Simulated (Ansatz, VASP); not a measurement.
Two plane-wave programs on SiB5

```
Si B
1.0
     4.09396    0.00000    0.00000
     0.00000    4.09396    0.00000
     0.00000    0.00000    3.94604
Si B
1 5
Direct
  0.50000 0.50000 0.50000
  0.29639 0.00000 0.00000
  0.70361 0.00000 0.00000
  0.00000 0.29639 0.00000
  0.00000 0.70361 0.00000
  0.50000 0.50000 0.00000
```

Alike in both runs: functional PBE; k mesh 5 × 5 × 3; occupations gaussian, width 0.2 eV; no spin polarisation.

Ansatz relaxed the structure, and its values are those at the end. VASP's run is a single point on that final structure, the one shown.

```csv
,VASP,Ansatz
version,VASP 6.6.1,Ansatz 0.2.0
potentials or method,"VASP PAW PBE potentials, release 64 (Si, B), cutoff 500 eV","scalar-relativistic, plane waves, PAW"
valence electrons in the cell,19,19
```

```csv
,VASP,Ansatz,Ansatz less VASP
gap on the k mesh at the Fermi level (eV),none,none,-
pressure (GPa),-0.2,-0.2,0.00
rms of the force components (eV/Å),0.014,0.015,+0.0011
```

A gap of «none» marks a metal or a gap that the smearing closes. The functional is the same, so the differences come from potentials, cutoffs and numerics.

The k mesh is coarse, so the values compare programs but aren't converged.
